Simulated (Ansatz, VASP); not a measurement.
## One calculation of ZnRe, two programs

File INCAR:

```
PREC     = Accurate       # precision mode
ENCUT    = 500            # plane-wave cutoff, eV
EDIFF    = 1E-6           # SCF threshold, eV
ISMEAR   = -1             # smearing method
SIGMA    = 0.05           # smearing width, eV
LREAL    = False          # projectors in reciprocal space
LASPH    = True           # aspherical terms in the spheres
NELM     = 120            # most SCF steps
ALGO     = Normal         # electronic algorithm
ISIF     = 2              # what is computed and relaxed
LWAVE    = False          # write WAVECAR
LCHARG   = False          # write CHGCAR
GGA      = PE             # functional
NBANDS   = 20             # bands
GGA_COMPAT= False
```

KPOINTS

```
regular mesh
0
Gamma
  9 9 5
```

File POSCAR:

```
ZnRe
1.0
    2.7482183437      0.0000000000      0.0000000000
   -1.3741091718      2.3800269008      0.0000000000
    0.0000000000      0.0000000000      4.4491253400
Re Zn
1 1
Direct
    0.3333333333      0.6666666667      0.5000000000
    0.0000000000      0.0000000000      0.0000000000
```

input.yaml

```yaml
crystal:
  lattice:
    - [2.7482183437, 0.0, 0.0]
    - [-1.3741091718, 2.3800269008, 0.0]
    - [0.0, 0.0, 4.44912534]
  atoms:
    - { symbol: Re, position: [0.3333333333, 0.6666666667, 0.5] }
    - { symbol: Zn, position: [0.0, 0.0, 0.0] }
hamiltonian:
  xc: pbe
  pseudopotentials: { kind: paw }
kpoints:
  mp_grid: { grid: [9, 9, 5] }
  band_path:
    path:
      - [[0.0, 0.0, 0.0], [0.5, 0.0, 0.0], [0.3333333333, 0.3333333333, 0.0], [0.0, 0.0, 0.0], [0.0, 0.0, 0.5], [0.5, 0.0, 0.5], [0.3333333333, 0.3333333333, 0.5], [0.0, 0.0, 0.5]]
      - [[0.5, 0.0, 0.5], [0.5, 0.0, 0.0]]
      - [[0.3333333333, 0.3333333333, 0.0], [0.3333333333, 0.3333333333, 0.5]]
    npoints: 14
scf:
  occupations: { method: fermi_dirac, width: 0.05 }
  n_extra_bands: 6
output:
  forces: true
  stress: true
  eigenvalues: true
  fatbands: false
```

Alike in both runs: functional PBE; k mesh 9 × 9 × 5; occupations fermi-dirac, width 0.05 eV; no spin polarisation.

|  | VASP | Ansatz |
| --- | --- | --- |
| version | VASP 6.6.1 | Ansatz 0.2.0 |
| potentials or method | VASP PAW PBE potentials, release 64 (Re_sv_GW, Zn) | Ansatz PAW |
| plane-wave cutoff (eV) | 500 | 420 |
| valence electrons in the cell | 27 | 27 |
| task | single point | band structure |

VASP gave:

* gap on the k mesh at the Fermi level (eV): none
* pressure (GPa): -0.2
* traceless stress, the component that is largest in VASP (GPa): 0.44

Question: Which values does Ansatz return?

Answer: gap on the k mesh at the Fermi level (eV): none; pressure (GPa): 0.6; traceless stress, the component that is largest in VASP (GPa): 0.24.

A gap of «none» marks a metal or a gap that the smearing closes.

Neither program's run includes spin-orbit coupling.
